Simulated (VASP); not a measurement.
# GaGe (F-43m) in VASP: a series of runs

The runs below take GaGe through single point, with PBE.

All numbers are computed with VASP 6.6.1; they aren't measurements. Logs are shortened: lines on timing, memory, paths and dates and some standing lists are left out, and cuts for length are marked.

### 1 The cell of the first run

Symmetry: F-43m, No. 216, cubic system. The conventional cell has a = 5.796 Å, b = 5.796 Å, c = 5.796 Å, α = 90.00°, β = 90.00°, γ = 90.00°. Ga (site symmetry -43m) has 4 Ge at 2.51 Å within 3.3 Å. Within 3.3 Å of Ge (site symmetry -43m) lie 4 Ga at 2.51 Å.

### 2 Single point, PBE

INCAR

```
  PREC = Accurate
  ENCUT = 520
  EDIFF = 1E-7
  ISMEAR = 0
  SIGMA = 0.1
  LREAL = F
  LASPH = T
  NELM = 80
  ALGO = Normal
  ISIF = 2
  LWAVE = F
  LCHARG = F
  GGA = PE
  NBANDS = 20
```

KPOINTS

```
Automatic mesh
0
Gamma
  1 1 1
  0.53 0.17 0.51
```

POSCAR

```
GaGe
1.0
    0.0000000000      2.8978440000      2.8978440000
    2.8978440000      0.0000000000      2.8978440000
    2.8978440000      2.8978440000      0.0000000000
Ga Ge
1 1
Direct
    0.7500000000      0.7500000000      0.7500000000
    0.0000000000      0.0000000000      0.0000000000
```

Potentials or basis: VASP PAW PBE potentials, release 64 (Ga_d, Ge_d).

Started as:

```sh
$ cat potpaw_PBE.64/Ga_d/POTCAR potpaw_PBE.64/Ge_d/POTCAR > POTCAR
$ mpirun -np 1 vasp_std > vasp.out
```

OUTCAR:

```text
PREC = Accurate
   ENCUT = 520
   EDIFF = 1E-7
   ISMEAR = 0
   LREAL = F
   LASPH = T
   NELM = 80
   ISIF = 2
   GGA = PE

 ion  position               nearest neighbor table
   1  0.750  0.750  0.750-   2 2.51   2 2.51   2 2.51   2 2.51
   2  0.000  0.000  0.000-   1 2.51   1 2.51   1 2.51   1 2.51

  LATTYP: Found a face centered cubic cell.
 ALAT       =     5.7956880000

  Lattice vectors:

 A1 = (   0.0000000000,   2.8978440000,   2.8978440000)
 A2 = (   2.8978440000,   0.0000000000,   2.8978440000)
 A3 = (   2.8978440000,   2.8978440000,   0.0000000000)

Analysis of symmetry for initial positions (statically):
=====================================================================
 Subroutine PRICEL returns:
 Original cell was already a primitive cell.

 Routine SETGRP: Setting up the symmetry group for a
 face centered cubic supercell.

 Subroutine GETGRP returns: Found 24 space group operations
 (whereof 24 operations were pure point group operations)
 out of a pool of 48 trial point group operations.

The static configuration has the point symmetry T_d .

Analysis of symmetry for dynamics (positions and initial velocities):
=====================================================================
 Subroutine PRICEL returns:
 Original cell was already a primitive cell.

 Routine SETGRP: Setting up the symmetry group for a
 face centered cubic supercell.

 Subroutine GETGRP returns: Found 24 space group operations
 (whereof 24 operations were pure point group operations)
 out of a pool of 48 trial point group operations.

The dynamic configuration has the point symmetry T_d .

 Subroutine INISYM returns: Found 24 space group operations
 (whereof 24 operations are pure point group operations),
 and found     1 'primitive' translations

----------------------------------------------------------------------------------------

                                     Primitive cell

  volume of cell :      48.6693

  direct lattice vectors                    reciprocal lattice vectors
     0.000000000  2.897844000  2.897844000    -0.172542069  0.172542069  0.172542069
     2.897844000  0.000000000  2.897844000     0.172542069 -0.172542069  0.172542069
     2.897844000  2.897844000  0.000000000     0.172542069  0.172542069 -0.172542069

  length of vectors
     4.098170286  4.098170286  4.098170286     0.298851630  0.298851630  0.298851630

  position of ions in fractional coordinates (direct lattice)
     0.750000000  0.750000000  0.750000000
     0.000000000  0.000000000  0.000000000

  ion indices of the primitive-cell ions
   primitive index   ion index
                 1           1
                 2           2

----------------------------------------------------------------------------------------

 KPOINTS: Automatic mesh

Automatic generation of k-mesh.
 Grid dimensions read from file:
 generate k-points for:    1    1    1

 Generating k-lattice:

  Cartesian coordinates                     Fractional coordinates (reciprocal lattice)
    -0.172542069  0.172542069  0.172542069     1.000000000  0.000000000  0.000000000
     0.172542069 -0.172542069  0.172542069     0.000000000  1.000000000  0.000000000
     0.172542069  0.172542069 -0.172542069     0.000000000  0.000000000  1.000000000

  Length of vectors
     0.298851630  0.298851630  0.298851630

  Shift w.r.t. Gamma in fractional coordinates (k-lattice)
     0.530000000  0.170000000  0.510000000

 Subroutine IBZKPT returns following result:
 ===========================================

 Found      1 irreducible k-points:

 Following reciprocal coordinates:
            Coordinates               Weight
 -0.470000  0.170000 -0.490000     48.000000
   k-points           NKPTS =      1   k-points in BZ     NKDIM =      1   number of bands    NBANDS=     20
   number of dos      NEDOS =    301   number of ions     NIONS =      2
   total plane-waves  NPLWV =  27000
   dimension x,y,z NGX =    30 NGY =   30 NGZ =   30
   dimension x,y,z NGXF=    60 NGYF=   60 NGZF=   60
   ions per type =               1   1
   NGX,Y,Z   is equivalent  to a cutoff of  12.17, 12.17, 12.17 a.u.
   NGXF,Y,Z  is equivalent  to a cutoff of  24.34, 24.34, 24.34 a.u.
 SYSTEM =  unknown system
   PREC   = accura    normal or accurate (medium, high low for compatibility)
   ISTART =      0    job   : 0-new  1-cont  2-samecut
   ICHARG =      2    charge: 1-file 2-atom 10-const
   ISPIN  =      1    spin polarized calculation?
   LNONCOLLINEAR =      F non collinear calculations
   LSORBIT =      F    spin-orbit coupling
   LASPH  =      T    aspherical Exc in radial PAW
   ENCUT  =  520.0 eV  38.22 Ry    6.18 a.u.   7.62  7.62  7.62*2*pi/ulx,y,z
   NELM   =     80;   NELMIN=  2; NELMDL= -5     # of ELM steps
   EDIFF  = 0.1E-06   stopping-criterion for ELM
   LREAL  =      F    real-space projection
   EDIFFG = 0.1E-05   stopping-criterion for IOM
   NSW    =      0    number of steps for IOM
   IBRION =     -1    ionic relax: 0-MD 1-quasi-New 2-CG
   NFREE  =      0    steps in history (QN), initial steepest desc. (CG)
   ISIF   =      2    stress and relaxation
   ISYM   =      2    0-nonsym 1-usesym 2-fastsym
   POTIM  = 0.5000    time-step for ionic-motion
   TEBEG  =    0.0;   TEEND  =   0.0 temperature during run
   PSTRESS=    0.0 pullay stress
   NELECT =      27.0000    total number of electrons
   NUPDOWN=      -1.0000    fix difference up-down
   EMIN   =  10.00;   EMAX   =-10.00  energy-range for DOS
   EFERMI =   0.00;   METHOD = LEGACY
   ISMEAR =     0;   SIGMA  =   0.10  broadening in eV -4-tet -1-fermi 0-gaus
   EFERMI_NEDOS =   21; number of points for ismear=-14 and -15
   IALGO  =     38    algorithm
   IMIX   =      4    mixing-type and parameters
     AMIX     =   0.40;   BMIX     =  1.00
     AMIX_MAG =   1.60;   BMIX_MAG =  1.00
  volume/ion in A,a.u.               =      24.33       164.22
  Fermi-wavevector in a.u.,A,eV,Ry     =   1.345172  2.542006 24.619567  1.809487
  Thomas-Fermi vector in A             =   2.473106
   LORBIT       =      0    0 simple, 1 ext, 2 COOP (PROOUT), +10 PAW based schemes
   GGA     = PE    functional components
   LHFCALC =     F    Hartree Fock is set to
   AEXX    =    0.0000 exact exchange contribution
   IVDW    =     0    specifies the selected vdW correction
   LEPSILON=     F    determine dielectric tensor
   LRPA    =     F    only Hartree local field effects (RPA)
 non-spin polarized calculation
 Gauss-broadening in eV      SIGMA  =   0.10
  energy-cutoff  :      520.00
  volume of cell :       48.67
 maximum number of plane-waves:      1310
   NGX = 15   NGY = 15   NGZ = 15

 number of electron      26.9999991 magnetization

 Free energy of the ion-electron system (eV)
  ---------------------------------------------------
  ext. energy  EPLUGINS =         0.00000000
  ---------------------------------------------------
  free energy    TOTEN  =        -8.89021406 eV

  energy without entropy =       -8.83379510  energy(sigma->0) =       -8.86200458

 E-fermi :   2.0720     XC(G=0):  -9.5334

 val. band max:        2.0720358001   @ k =  -0.4700   0.1700  -0.4900
 cond. band min:       5.7678971654   @ k =  -0.4700   0.1700  -0.4900
 fundamental gap:      3.6958613653
 Fermi energy:         2.0720358001

 k-point     1 :      -0.4700    0.1700   -0.4900
  band No.  band energies     occupation
      1     -20.9496      2.00000
      2     -20.9430      2.00000
      3     -20.9426      2.00000
      4     -20.9295      2.00000
      5     -20.9255      2.00000
      6     -11.2522      2.00000
      7     -11.1793      2.00000
      8     -11.1762      2.00000
      9     -11.1617      2.00000
     10     -11.1430      2.00000
     11      -4.7497      2.00000
     12      -2.2974      2.00000
     13       1.0660      2.00000
     14       2.0720      1.00000
     15       5.7679      0.00000
     16       7.3234      0.00000
     17      11.7746      0.00000
     18      12.4551      0.00000
     19      14.3754      0.00000
     20      15.6623      0.00000

------------------------ aborting loop because EDIFF is reached ----------------------------------------

  FORCE on cell =-STRESS in cart. coord.  units (eV):
  Direction    XX          YY          ZZ          XY          YZ          ZX
  --------------------------------------------------------------------------------------
  -------------------------------------------------------------------------------------
  Total       -1.0709825     -1.0709825     -1.0709825     -0.0000000      0.0000000      0.0000000
  in kB      -35.2564004    -35.2564004    -35.2564004     -0.0000000      0.0000000      0.0000000
  external PRESSURE =     -35.2564004 kB  Pullay stress =       0.0000000 kB

 VOLUME and BASIS-vectors are now :
 -----------------------------------------------------------------------------
  energy-cutoff  :      520.00
  volume of cell :       48.67
      direct lattice vectors                 reciprocal lattice vectors
     0.000000000  2.897844000  2.897844000    -0.172542069  0.172542069  0.172542069
     2.897844000  0.000000000  2.897844000     0.172542069 -0.172542069  0.172542069
     2.897844000  2.897844000  0.000000000     0.172542069  0.172542069 -0.172542069

 POSITION                                       TOTAL-FORCE (eV/Angst)
 -----------------------------------------------------------------------------------
      4.34677      4.34677      4.34677         0.000000      0.000000     -0.000000
      0.00000      0.00000      0.00000        -0.000000     -0.000000      0.000000
 -----------------------------------------------------------------------------------
    total drift:                                0.000000      0.000000      0.000000

  FREE ENERGIE OF THE ION-ELECTRON SYSTEM (eV)
  ---------------------------------------------------
  free  energy   TOTEN  =        -8.8902140619 eV

  energy  without entropy=       -8.8337951035  energy(sigma->0) =       -8.86200458
```

Run time: 10 s. Hardware: 1 thread of Intel Xeon 8259CL, shared host; peak memory 0.16 GiB.

What came out:

```yaml
Free_energy: -8.8902 eV
Pressure: -3.5 GPa
```

Levels at points of the mesh, in eV from the Fermi level:
```csv
k point,band 10,band 11,band 12,band 13,band 14,band 15,band 16,band 17,band 18,band 19
"(-0.47, 0.17, -0.49)",-13.22,-6.82,-4.37,-1.01,0.00,3.70,5.25,9.70,10.38,12.30
```

Caveat: the k points lie up to 1.88 Å⁻¹ apart.

### 3 Single point, PBE, collinear spin, ferromagnetic start

This run uses another cell than the first one, of 23.34 Å³/atom, 0.959 times its volume.

INCAR

```
PREC = Accurate
ENCUT = 520
EDIFF = 1E-6
ISMEAR = -1
SIGMA = 0.11
LREAL = False
LASPH = True
NELM = 150
ALGO = Normal
ISIF = 2
LWAVE = False
LCHARG = False
ISPIN = 2
MAGMOM = -0.04 -0.29
LORBIT = 11
GGA = PE
NBANDS = 24
NELECT = 27.5
```

KPOINTS

```
regular mesh
0
Gamma
  1 1 1
```

POSCAR

```
GaGe
1.0
    0.0000000000      2.8576862032      2.8576862032
    2.8576862032      0.0000000000      2.8576862032
    2.8576862032      2.8576862032      0.0000000000
Ga Ge
1 1
Direct
    0.7500000000      0.7500000000      0.7500000000
    0.0000000000      0.0000000000      0.0000000000
```

Potentials or basis: VASP PAW PBE potentials, release 64 (Ga_d, Ge_d).

Started as:

```sh
$ cat potpaw_PBE.64/Ga_d/POTCAR potpaw_PBE.64/Ge_d/POTCAR > POTCAR
$ mpirun -np 1 vasp_gam > vasp.out
```

It took 26 s on 1 thread of Intel Xeon 8259CL, shared host; peak memory 0.18 GiB.

Results (log left out):

- Free energy: 13.6779 eV
- Net moment: -0.75 μB per cell
- Site moments: Ga -0.12; Ge -0.39 μB
- Valence electrons inside the program's atomic spheres: Ga 11.85; Ge 12.85

Levels at points of the mesh, in eV from the Fermi level:
Spin up:
```
           k point  band 10  band 11  band 12  band 13  band 14  band 15  band 16  band 17  band 18  band 19
(0.00, 0.00, 0.00)   -16.81   -12.90    -0.15    -0.15    -0.15     0.51     1.91     1.91     1.91     4.98
```
Spin down:
```csv
k point,band 10,band 11,band 12,band 13,band 14,band 15,band 16,band 17,band 18,band 19
"(0.00, 0.00, 0.00)",-16.84,-13.25,-0.57,-0.57,-0.57,0.20,1.64,1.64,1.64,4.77
```

Caveat: the k points lie up to 1.90 Å⁻¹ apart; the cell carries a net charge on a neutralising background, which shifts energy and pressure; the cell is charged against a uniform background, so pressure and absolute levels hang on convention.
